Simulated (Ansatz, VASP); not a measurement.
**One calculation of Mo4Se3S5, two programs**

```
Mo Se S
1.0
     6.43451    0.00000    0.00000
    -1.60863    2.78622    0.00000
     0.00000    0.00000   12.51165
Mo Se S
4 3 5
Direct
  0.16667 0.66667 0.25000
  0.66667 0.66667 0.25000
  0.33333 0.33333 0.75000
  0.83333 0.33333 0.75000
  0.16667 0.66667 0.62300
  0.33333 0.33333 0.12300
  0.16667 0.66667 0.87700
  0.66667 0.66667 0.62300
  0.83333 0.33333 0.12300
  0.66667 0.66667 0.87700
  0.33333 0.33333 0.37700
  0.83333 0.33333 0.37700
```

Alike in both runs: task single point; functional PBE; dispersion D3(BJ); k mesh 6 × 6 × 2; occupations gaussian, width 0.1 eV; no spin polarisation.

|  | VASP | Ansatz |
| --- | --- | --- |
| version | VASP 6.6.1 | Ansatz 0.2.0 |
| potentials or method | VASP PAW PBE potentials, release 64 (Mo_sv, Se, S), cutoff 520 eV | scalar-relativistic, plane waves, PAW |
| valence electrons in the cell | 104 | 134 |

```csv
,VASP,Ansatz,Ansatz less VASP
gap on the k mesh at the Fermi level (eV),0.81,0.81,-0.003
least direct gap on the mesh (eV),1.37,1.36,-0.002
pressure (GPa),0.4,0.3,-0.08
rms of the force components (eV/Å),0.884,0.866,-0.0182
```

VASP's potentials hold 104 valence electrons a cell and Ansatz's 134, so a difference there can come from the potentials and not from the codes.
